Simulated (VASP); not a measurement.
Write the native input for VASP 6.6.1 that does the following.

- Task: single point
- Functional: PBE
- Potentials or basis: VASP PAW PBE potentials, release 64 (Sc_sv, Pb_d)
- Cutoff: 520 eV
- k mesh: 9 × 9 × 4
- Occupations: methfessel-paxton, width 0.05 eV
- Spin: non-collinear spin, zero start, spin-orbit coupling
- Starting moments: [[0.0, 0.0, 0.0], [0.0, 0.0, 0.0]] μB
- Dipole correction: no
- Further INCAR settings: ALGO = Normal; EDIFF = 1e-06; NBANDS = 37

The structure of ScPb lies in POSCAR:

```
ScPb
1.0
    3.0020731400      0.0000000000      0.0000000000
   -1.5010365700      2.5998716000      0.0000000000
    0.0000000000      0.0000000000      7.0781370800
Sc Pb
1 1
Direct
    0.0000000000      0.0000000000      0.5000000000
    0.0000000000      0.0000000000      0.0000000000
```

One way to write it, as run:

INCAR

```
PREC = Accurate ; ENCUT = 520
EDIFF = 1E-6 ; ISMEAR = 1
SIGMA = 0.05 ; LREAL = False
LASPH = True ; NELM = 150
ALGO = Normal ; ISIF = 2
LWAVE = False ; LCHARG = False
MAGMOM = 0 0 0 0 0 0 ; LORBIT = 11
LSORBIT = True ; GGA_COMPAT = False
LORBMOM = True ; LMAXMIX = 4
GGA = PE ; NBANDS = 37
```

KPOINTS

```
regular mesh
0
Gamma
  9 9 4
```

Potentials or basis: VASP PAW PBE potentials, release 64 (Sc_sv, Pb_d).

Command:

```bash
$ cat potpaw_PBE.64/Sc_sv/POTCAR potpaw_PBE.64/Pb_d/POTCAR > POTCAR
$ mpirun -np 1 vasp_ncl > vasp.out
```

It gave:

| Quantity | Value |
| --- | --- |
| Pressure | 9.6 GPa |
| Net moment | 0.00 μB per cell |
| Valence electrons inside the program's atomic spheres | Sc 9.49; Pb 12.13 |

Caveat: the stress differs along the axes, from -8 to 19 GPa.

It took 89 s on 1 thread of Intel(R) Xeon(R) 6975P-C (Granite Rapids), on a shared host, peak memory 0.36 GiB.
